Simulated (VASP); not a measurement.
## CuO: single point with LDA

CuO:

```
Cu O
1.0
     2.01717   -2.18189    0.00000
     2.01717    2.18189    0.00000
     0.00000    0.00000    5.22378
Cu O
2 2
Direct
  0.50000 0.00000 0.00000
  0.00000 0.50000 0.50000
  0.50000 0.50000 0.25000
  0.50000 0.50000 0.75000
```

```json
{"Program": "VASP 6.6.1", "Task": "single point", "Functional": "LDA", "Potentials or basis": "VASP PAW LDA potentials, release 64 (Cu, O)", "Cutoff": "520 eV", "k mesh": "9 × 9 × 5", "Occupations": "fermi-dirac, width 0.05 eV", "Spin": "no spin polarisation", "Dipole correction": "no", "Further INCAR settings": "ALGO = Normal; EDIFF = 1e-07; NBANDS = 25"}
```

```yaml
Pressure: -16.3 GPa
Band_gap_on_the_k_mesh: zero (bands 17 and 18 overlap by 0.84 eV)
```

Stress tensor (GPa, compression positive):
```
-13.10   0.00   0.00
  0.00 -15.63   0.00
  0.00   0.00 -20.14
```

Levels at points of the mesh, in eV from the Fermi level:
```tsv
k point	band 15	band 16	band 17	band 18	band 19	band 20
(0.00, 0.00, 0.00)	-2.15	-1.76	0.59	0.77	1.36	6.06
```

Run time: 55 s on 1 thread of Intel(R) Xeon(R) Platinum 8375C CPU @ 2.90GHz (Ice Lake), with other jobs on the host, peak memory 0.19 GiB.

Caveat: the stress differs along the axes, from -20 to -13 GPa; semilocal functionals often make such compounds metallic where correlation or magnetic order opens a gap, which also shifts bond lengths. With open d or f shells a metallic result of LDA can be an artefact of self-interaction; +U or a hybrid may open a gap.
